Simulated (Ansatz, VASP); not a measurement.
**Two plane-wave programs on W**

File INCAR:

```
SYSTEM = W
PREC = Accurate
ENCUT = 520
EDIFF = 1E-6
ISMEAR = 0
SIGMA = 0.15
LREAL = .False.
LASPH = .True.
NELM = 100
ALGO = Fast
ISIF = 2
LWAVE = .False.
LCHARG = .False.
GGA = PS
NBANDS = 13
```

The input KPOINTS:

```
regular mesh
0
Gamma
  20 20 20
  0 0 0
```

Contents of POSCAR:

```
W
1.0
    0.0000000000      1.9691000000      2.0909000000
    1.9691000000      0.0000000000      2.0909000000
    1.9691000000      1.9691000000      0.0000000000
W
1
Direct
    0.0000000000      0.0000000000      0.0000000000
```

Input for Ansatz:

```yaml
crystal:
  lattice:
    - [0.0, 1.9691, 2.0909]
    - [1.9691, 0.0, 2.0909]
    - [1.9691, 1.9691, 0.0]
  atoms:
    - { symbol: W, position: [0.0, 0.0, 0.0] }
basis:
  ecutwfc: 420
kpoints:
  mp_grid: { grid: [20, 20, 20] }
hamiltonian:
  xc: pbesol
scf:
  occupations: { method: gaussian, width: 0.15 }
output:
  forces: true
  stress: true
  eigenvalues: true
```

Change from the starting cell: strain -0.030 along x and y, +0.030 along z, atoms carried along.

Alike in both runs: task single point; functional PBEsol; k mesh 20 × 20 × 20; occupations gaussian, width 0.15 eV; no spin polarisation.

|  | VASP | Ansatz |
| --- | --- | --- |
| version | VASP 6.6.1 | Ansatz 0.2.0 |
| potentials or method | VASP PAW PBE potentials, release 64 (W_sv), cutoff 520 eV | scalar-relativistic, plane waves, PAW |
| valence electrons in the cell | 14 | 14 |

|  | VASP | Ansatz | Ansatz less VASP |
| --- | --- | --- | --- |
| gap on the k mesh at the Fermi level (eV) | none | none | - |
| pressure (GPa) | -3.8 | -4.4 | -0.60 |
| traceless stress, the component that is largest in VASP (GPa) | 7.80 | 7.76 | -0.036 |

VASP's potentials were made for PBE, not for PBEsol. A gap of «none» marks a metal or a gap that the smearing closes.

Spin-orbit coupling is off throughout.
